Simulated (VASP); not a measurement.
Input of a VASP 6.6.1 run:

File INCAR:

```
PREC     = Accurate       # precision mode
ENCUT    = 520            # plane-wave cutoff, eV
EDIFF    = 1E-7           # SCF threshold, eV
ISMEAR   = -1             # smearing method
SIGMA    = 0.05           # smearing width, eV
LREAL    = False          # projectors in reciprocal space
LASPH    = True           # aspherical terms in the spheres
NELM     = 100            # most SCF steps
ALGO     = Normal         # electronic algorithm
ISIF     = 2              # what is computed and relaxed
LWAVE    = False          # write WAVECAR
LCHARG   = False          # write CHGCAR
GGA      = PS             # functional
NBANDS   = 11             # bands
```

KPOINTS

```
Automatic mesh
0
Gamma
  9 9 9
```

The input POSCAR:

```
Ca
1.0
   -2.2484552941      2.2484552941      2.2391870135
    2.2484552941     -2.2484552941      2.2391870135
    2.2484552941      2.2484552941     -2.2391870135
Ca
1
Direct
    0.5000000000      0.5000000000      0.0000000000
```

Potentials or basis: VASP PAW PBE potentials, release 64 (Ca_sv).

Run with:

```console
$ cat potpaw_PBE.64/Ca_sv/POTCAR > POTCAR
$ mpirun -np 1 vasp_std > vasp.out
```

(1) What does it give for the pressure?

(2) Estimate the band gap on the k mesh.

## Answers

(1) -1.6 GPa.

(2) zero (band 5 reaches 1.83 eV, above the bottom of band 6 at 1.60 eV).

Caveat: the PAW data sets were made with another functional, which shifts forces and pressure a little.
